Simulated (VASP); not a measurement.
# Ti6H in VASP: notebook

Runs on Ti6H. Level: PBE. Tasks: single point.

All numbers are computed with VASP 6.6.1; they aren't measurements. Logs are shortened: lines on timing, memory, paths and dates and some standing lists are left out, and cuts for length are marked.

### 1 The cell of the first run

The cell holds a slab with vacuum, 7 atoms: a = 4.604 Å, b = 4.604 Å, c = 19.997 Å, α = 90.00°, β = 90.00°, γ = 120.00°.

### 2 Single point, PBE

File INCAR:

```
PREC = Accurate
ENCUT = 520
EDIFF = 1E-6
ISMEAR = 0
SIGMA = 0.1
LREAL = F
LASPH = T
NELM = 60
ALGO = Normal
ISIF = 2
LWAVE = F
LCHARG = F
LDIPOL = T
IDIPOL = 3
DIPOL = 0.5 0.5 0.339
GGA = PE
NBANDS = 46
```

File KPOINTS:

```
Automatic mesh
0
Gamma
  6 6 1
```

File POSCAR:

```
Ti6H
1.0
    4.6037402192      0.0000000000      0.0000000000
   -2.3018701096      3.9869559822      0.0000000000
    0.0000000000      0.0000000000     19.9968207719
Ti H
6 1
Direct
    0.6666666667      0.3333333333      0.2000317973
    0.3333333333      0.6666666667      0.2470259945
    0.0000000000      0.0000000000      0.2940201916
    0.6666666667      0.3333333333      0.3353091140
    0.3333333333      0.6666666667      0.3717707007
    0.0000000000      0.0000000000      0.4249085827
    0.0000000000      0.2222222222      0.4967539340
```

Potentials or basis: VASP PAW PBE potentials, release 64 (Ti_sv, H).

Started as:

```
$ cat potpaw_PBE.64/Ti_sv/POTCAR potpaw_PBE.64/H/POTCAR > POTCAR
$ mpirun -np 1 vasp_std > vasp.out
```

OUTCAR:

```text
PREC = Accurate
   ENCUT = 520
   EDIFF = 1E-6
   ISMEAR = 0
   LREAL = F
   LASPH = T
   NELM = 60
   ISIF = 2
   GGA = PE

 ion  position               nearest neighbor table
   1  0.667  0.333  0.200-   4 2.71   2 2.82   2 2.82   2 2.82
   2  0.333  0.667  0.247-   5 2.49   3 2.82   3 2.82   3 2.82   1 2.82   1 2.82   1 2.82
   3  0.000  0.000  0.294-   6 2.62   4 2.78   4 2.78   4 2.78   2 2.82   2 2.82   2 2.82
   4  0.667  0.333  0.335-   1 2.71   5 2.76   5 2.76   5 2.76   3 2.78   3 2.78   3 2.78
   5  0.333  0.667  0.372-   2 2.49   4 2.76   4 2.76   4 2.76   6 2.86   6 2.86   6 2.86
   6  0.000  0.000  0.425-   7 1.76   3 2.62   5 2.86   5 2.86   5 2.86
   7  0.000  0.222  0.497-   6 1.76

  LATTYP: Found a hexagonal cell.
 ALAT       =     4.6037402192
 C/A-ratio  =     4.3436032052

  Lattice vectors:

 A1 = (   4.6037402192,   0.0000000000,   0.0000000000)
 A2 = (  -2.3018701096,   3.9869559822,   0.0000000000)
 A3 = (   0.0000000000,   0.0000000000,  19.9968207719)

Analysis of symmetry for initial positions (statically):
=====================================================================
 Subroutine PRICEL returns:
 Original cell was already a primitive cell.

 Routine SETGRP: Setting up the symmetry group for a
 hexagonal supercell.

 Subroutine GETGRP returns: Found  1 space group operations
 (whereof  1 operations were pure point group operations)
 out of a pool of 24 trial point group operations.

The static configuration has the point symmetry C_1 .

Analysis of symmetry for dynamics (positions and initial velocities):
=====================================================================
 Subroutine PRICEL returns:
 Original cell was already a primitive cell.

 Routine SETGRP: Setting up the symmetry group for a
 hexagonal supercell.

 Subroutine GETGRP returns: Found  1 space group operations
 (whereof  1 operations were pure point group operations)
 out of a pool of 24 trial point group operations.

The dynamic configuration has the point symmetry C_1 .

 Subroutine INISYM returns: Found  1 space group operations
 (whereof  1 operations are pure point group operations),
 and found     1 'primitive' translations

----------------------------------------------------------------------------------------

[... 106 lines left out ...]
   TEBEG  =    0.0;   TEEND  =   0.0 temperature during run
   PSTRESS=    0.0 pullay stress
   NELECT =      73.0000    total number of electrons
   NUPDOWN=      -1.0000    fix difference up-down
   EMIN   =  10.00;   EMAX   =-10.00  energy-range for DOS
   EFERMI =   0.00;   METHOD = LEGACY
   ISMEAR =     0;   SIGMA  =   0.10  broadening in eV -4-tet -1-fermi 0-gaus
   EFERMI_NEDOS =   21; number of points for ismear=-14 and -15
   IALGO  =     38    algorithm
   IMIX   =      4    mixing-type and parameters
     AMIX     =   0.40;   BMIX     =  1.00
     AMIX_MAG =   1.60;   BMIX_MAG =  1.00
  volume/ion in A,a.u.               =      52.43       353.84
  Fermi-wavevector in a.u.,A,eV,Ry     =   0.955604  1.805830 12.424560  0.913179
  Thomas-Fermi vector in A             =   2.084457
   LORBIT       =      0    0 simple, 1 ext, 2 COOP (PROOUT), +10 PAW based schemes
   GGA     = PE    functional components
   LHFCALC =     F    Hartree Fock is set to
   AEXX    =    0.0000 exact exchange contribution
   IVDW    =     0    specifies the selected vdW correction
   LEPSILON=     F    determine dielectric tensor
   LRPA    =     F    only Hartree local field effects (RPA)
 non-spin polarized calculation
 Gauss-broadening in eV      SIGMA  =   0.10
  energy-cutoff  :      520.00
  volume of cell :      367.04
 maximum number of plane-waves:      9981
 NGX is ok and might be reduce to    36
   NGX = 17   NGY = 17   NGZ = 75

 dipolmoment           0.000000      0.000000     -0.137158 electrons x Angstroem

 number of electron      72.9999981 magnetization

 dipolmoment           0.000000      0.000000      0.186258 electrons x Angstroem

 Free energy of the ion-electron system (eV)
  ---------------------------------------------------
  ext. energy  EPLUGINS =         0.00000000
  ---------------------------------------------------
  free energy    TOTEN  =       -44.80181913 eV

  energy without entropy =      -44.71222344  energy(sigma->0) =      -44.75702128

 E-fermi :  -0.6815     XC(G=0):  -4.4109

 val. band max:       -0.6860100506   @ k =  -0.1667   0.1667   0.0000
 cond. band min:      -0.6758933978   @ k =   0.1667   0.0000   0.0000
 fundamental gap:      0.0101166529
 Fermi energy:        -0.6814636533

 k-point     1 :       0.0000    0.0000    0.0000
  band No.  band energies     occupation
      1     -57.7563      2.00000
      2     -57.6155      2.00000
      3     -57.1681      2.00000
      4     -57.0563      2.00000
      5     -57.0017      2.00000
      6     -56.9080      2.00000
[... 969 lines left out ...]
     45       0.7154      0.00000
     46       0.8386      0.00000

------------------------ aborting loop because EDIFF is reached ----------------------------------------

 vacuum level on the upper side and lower side of the slab       (xc-potential included)         0.883        -0.905

  FORCE on cell =-STRESS in cart. coord.  units (eV):
  Direction    XX          YY          ZZ          XY          YZ          ZX
  --------------------------------------------------------------------------------------
  -------------------------------------------------------------------------------------
  Total       -2.6002210     -3.3040391      0.0934029     -0.3231244      0.8068991      0.0549420
  in kB      -11.3503077    -14.4225667      0.4077158     -1.4104807      3.5222209      0.2398292
  external PRESSURE =      -8.4550529 kB  Pullay stress =       0.0000000 kB

 VOLUME and BASIS-vectors are now :
 -----------------------------------------------------------------------------
  energy-cutoff  :      520.00
  volume of cell :      367.04
      direct lattice vectors                 reciprocal lattice vectors
     4.603740219  0.000000000  0.000000000     0.217214689  0.125408959  0.000000000
    -2.301870110  3.986955982  0.000000000     0.000000000  0.250817918  0.000000000
     0.000000000  0.000000000 19.996820772     0.000000000  0.000000000  0.050007949

 POSITION                                       TOTAL-FORCE (eV/Angst)
 -----------------------------------------------------------------------------------
      2.30187      1.32899      4.00000        -0.006717      0.078520      0.127700
     -0.00000      2.65797      4.93973        -0.027300     -0.022602      0.422986
      0.00000      0.00000      5.87947         0.010667      0.044145     -0.738915
      2.30187      1.32899      6.70512        -0.015553     -0.128442     -0.320145
     -0.00000      2.65797      7.43423         0.204425     -0.412920      0.268920
      0.00000      0.00000      8.49682        -0.266333      0.074989      0.247337
     -0.51153      0.88599      9.93350         0.100811      0.366309     -0.007883
 -----------------------------------------------------------------------------------
    total drift:                                0.000005      0.000003      0.000397

  FREE ENERGIE OF THE ION-ELECTRON SYSTEM (eV)
  ---------------------------------------------------
  free  energy   TOTEN  =       -44.8018191268 eV

  energy  without entropy=      -44.7122234381  energy(sigma->0) =      -44.75702128

 vacuum level on the upper side and lower side of the slab         4.601         2.764
```

OSZICAR:

```text
N       E                     dE             d eps       ncg     rms          rms(c)
DAV:   1     0.841452228600E+03    0.84145E+03   -0.39238E+04  2328   0.150E+03
DAV:   2     0.672399961506E+02   -0.77421E+03   -0.75899E+03  1942   0.486E+02
DAV:   3    -0.332867129878E+02   -0.10053E+03   -0.98688E+02  3026   0.153E+02
[... 24 lines left out ...]
DAV:  28    -0.448017976952E+02   -0.23219E-04   -0.14349E-06  1422   0.646E-03    0.263E-03
DAV:  29    -0.448018093574E+02   -0.11662E-04   -0.69826E-07  1366   0.418E-03    0.136E-03
DAV:  30    -0.448018153416E+02   -0.59842E-05   -0.48626E-07  1310   0.315E-03    0.736E-04
DAV:  31    -0.448018182570E+02   -0.29154E-05   -0.28953E-07  1304   0.230E-03    0.438E-04
DAV:  32    -0.448018191268E+02   -0.86977E-06   -0.14654E-07  1268   0.161E-03
   1 F= -.44801819E+02 E0= -.44757021E+02  d E =-.895957E-01
```

Run time: 7 min. Hardware: 1 thread of Intel Xeon 6975P-C (Granite Rapids), shared host; peak memory 0.58 GiB.

What came out:

```yaml
Free_energy: -44.8018 eV
Largest_force: 0.740 eV/Å
Band_gap_on_the_k_mesh: zero (an odd number of electrons rules out a gap without spin polarisation)
```

Forces in eV/Å, atoms in the order of the input:
```
Ti  -0.007  0.079  0.128
Ti  -0.027 -0.023  0.423
Ti   0.011  0.044 -0.739
Ti  -0.016 -0.128 -0.320
Ti   0.204 -0.413  0.269
Ti  -0.266  0.075  0.247
H    0.101  0.366 -0.008
```

Levels at points of the mesh, in eV from the Fermi level:
| k point | band 33 | band 34 | band 35 | band 36 | band 37 | band 38 | band 39 | band 40 | band 41 | band 42 |
| --- | --- | --- | --- | --- | --- | --- | --- | --- | --- | --- |
| (0.00, 0.00, 0.00) | -0.56 | -0.46 | -0.45 | -0.15 | -0.14 | -0.10 | 0.04 | 0.08 | 0.58 | 0.87 |
| (0.50, 0.00, 0.00) | -0.41 | -0.32 | -0.26 | -0.22 | -0.10 | 0.04 | 0.24 | 0.42 | 0.74 | 0.88 |
| (0.00, 0.50, 0.00) | -0.60 | -0.37 | -0.27 | -0.17 | -0.04 | 0.05 | 0.34 | 0.43 | 0.74 | 0.96 |
| (0.50, 0.50, 0.00) | -0.60 | -0.38 | -0.26 | -0.16 | -0.09 | 0.04 | 0.37 | 0.45 | 0.77 | 0.98 |

### 3 Single point, PBE

File INCAR:

```
ALGO = Normal ; DIPOL = 0.5 0.5 0.330
EDIFF = 1E-7 ; ENCUT = 520
GGA = PE ; IDIPOL = 3
ISIF = 2 ; ISMEAR = 0
LASPH = T ; LCHARG = F
LDIPOL = T ; LREAL = F
LWAVE = F ; NBANDS = 46
NELM = 80 ; PREC = Accurate
SIGMA = 0.1
```

File KPOINTS:

```
k-points
0
Gamma
  6 6 1
```

Changes to POSCAR since step 2:

```diff
@@ -14,2 +14,2 @@
     0.0000000000      0.0000000000      0.4249085827
-    0.0000000000      0.2222222222      0.4967539340
+    0.0000000000      0.4444444444      0.4367953175
```

Potentials or basis: VASP PAW PBE potentials, release 64 (Ti_sv, H).

Started as:

```
$ cat potpaw_PBE.64/Ti_sv/POTCAR potpaw_PBE.64/H/POTCAR > POTCAR
$ mpirun -np 1 vasp_std > vasp.out
```

OUTCAR:

```text
EDIFF = 1E-7
   ENCUT = 520
   GGA = PE
   ISIF = 2
   ISMEAR = 0
   LASPH = T
   LREAL = F
   NELM = 80
   PREC = Accurate

 ion  position               nearest neighbor table
   1  0.667  0.333  0.200-   4 2.71   2 2.82   2 2.82   2 2.82
   2  0.333  0.667  0.247-   5 2.49   3 2.82   3 2.82   3 2.82   1 2.82   1 2.82   1 2.82
   3  0.000  0.000  0.294-   6 2.62   4 2.78   4 2.78   4 2.78   2 2.82   2 2.82   2 2.82
   4  0.667  0.333  0.335-   1 2.71   5 2.76   5 2.76   5 2.76   3 2.78   3 2.78   3 2.78
   5  0.333  0.667  0.372-   7 1.88   2 2.49   4 2.76   4 2.76   4 2.76   6 2.86   6 2.86   6 2.86

   6  0.000  0.000  0.425-   3 2.62   5 2.86   5 2.86   5 2.86
   7  0.000  0.444  0.437-   5 1.88

  LATTYP: Found a hexagonal cell.
 ALAT       =     4.6037402192
 C/A-ratio  =     4.3436032052

  Lattice vectors:

 A1 = (   4.6037402192,   0.0000000000,   0.0000000000)
 A2 = (  -2.3018701096,   3.9869559822,   0.0000000000)
 A3 = (   0.0000000000,   0.0000000000,  19.9968207719)

Analysis of symmetry for initial positions (statically):
[... 194 lines left out ...]
      3     -56.4268      2.00000
      4     -56.2982      2.00000
      5     -56.2166      2.00000
      6     -56.1040      2.00000
[... 969 lines left out ...]
     45       1.3865      0.00000
     46       1.4767      0.00000

------------------------ aborting loop because EDIFF is reached ----------------------------------------

 vacuum level on the upper side and lower side of the slab       (xc-potential included)        -0.246        -0.010

  FORCE on cell =-STRESS in cart. coord.  units (eV):
  Direction    XX          YY          ZZ          XY          YZ          ZX
  --------------------------------------------------------------------------------------
  -------------------------------------------------------------------------------------
  Total       -3.4487101     -4.2454274     -0.4497635      1.0111892     -0.0514138     -1.1462577
  in kB      -15.0540747    -18.5318507     -1.9632769      4.4139743     -0.2244282     -5.0035661
  external PRESSURE =     -11.8497341 kB  Pullay stress =       0.0000000 kB

 VOLUME and BASIS-vectors are now :
 -----------------------------------------------------------------------------
  energy-cutoff  :      520.00
  volume of cell :      367.04
      direct lattice vectors                 reciprocal lattice vectors
     4.603740219  0.000000000  0.000000000     0.217214689  0.125408959  0.000000000
    -2.301870110  3.986955982  0.000000000     0.000000000  0.250817918  0.000000000
     0.000000000  0.000000000 19.996820772     0.000000000  0.000000000  0.050007949

 POSITION                                       TOTAL-FORCE (eV/Angst)
 -----------------------------------------------------------------------------------
      2.30187      1.32899      4.00000         0.060744      0.030200      0.076479
     -0.00000      2.65797      4.93973         0.025740     -0.031339      0.407718
      0.00000      0.00000      5.87947         0.080175     -0.035272     -0.646141
      2.30187      1.32899      6.70512         0.187719      0.114257      0.217132
     -0.00000      2.65797      7.43423         0.168675     -0.106161     -0.083057
      0.00000      0.00000      8.49682        -0.287681      0.143434      0.025607
     -1.02305      1.77198      8.73452        -0.235372     -0.115118      0.002262
 -----------------------------------------------------------------------------------
    total drift:                               -0.000004     -0.000002     -0.000278

  FREE ENERGIE OF THE ION-ELECTRON SYSTEM (eV)
  ---------------------------------------------------
  free  energy   TOTEN  =       -45.8765287468 eV

  energy  without entropy=      -45.8070310990  energy(sigma->0) =      -45.84177992

 vacuum level on the upper side and lower side of the slab         3.108         3.355
```

OSZICAR:

```text
N       E                     dE             d eps       ncg     rms          rms(c)
DAV:   1     0.845100754027E+03    0.84510E+03   -0.39262E+04  2320   0.150E+03
DAV:   2     0.656612663595E+02   -0.77944E+03   -0.76440E+03  1930   0.486E+02
DAV:   3    -0.353689692242E+02   -0.10103E+03   -0.99254E+02  2988   0.154E+02
[... 25 lines left out ...]
DAV:  29    -0.458765211100E+02   -0.19248E-04   -0.16976E-06  1900   0.686E-03    0.182E-03
DAV:  30    -0.458765274321E+02   -0.63222E-05   -0.53766E-07  1832   0.361E-03    0.747E-04
DAV:  31    -0.458765283568E+02   -0.92465E-06   -0.14681E-07  1560   0.195E-03    0.622E-04
DAV:  32    -0.458765286847E+02   -0.32789E-06   -0.38515E-08  1334   0.141E-03    0.273E-04
DAV:  33    -0.458765287468E+02   -0.62097E-07   -0.16827E-08  1342   0.708E-04
   1 F= -.45876529E+02 E0= -.45841780E+02  d E =-.694976E-01
```

stdout:

```text
POSCAR found type information on POSCAR TiH
 POSCAR found :  2 types and       7 ions
 scaLAPACK will be used
 LDA part: xc-table for (Slater+PW92), standard interpolation
 POSCAR, INCAR and KPOINTS ok, starting setup
 FFT: planning ... GRIDC
 FFT: planning ... GRID_SOFT
 FFT: planning ... GRID
 WAVECAR not read
 entering main loop
```

Run time: 7.1 min. Hardware: 1 thread of Intel Xeon 6975P-C (Granite Rapids), shared host; peak memory 0.58 GiB.

Results:

```yaml
Free_energy: -45.8765 eV
Largest_force: 0.652 eV/Å
Band_gap_on_the_k_mesh: zero (an odd number of electrons rules out a gap without spin polarisation)
```

Forces on the atoms (eV/Å):
```
Ti   0.061  0.030  0.076
Ti   0.026 -0.031  0.408
Ti   0.080 -0.035 -0.646
Ti   0.188  0.114  0.217
Ti   0.169 -0.106 -0.083
Ti  -0.288  0.143  0.026
H   -0.235 -0.115  0.002
```

(Continued in part 2 of 3.)

The gap in the log of VASP goes by the Fermi energy; the results here count the filled bands.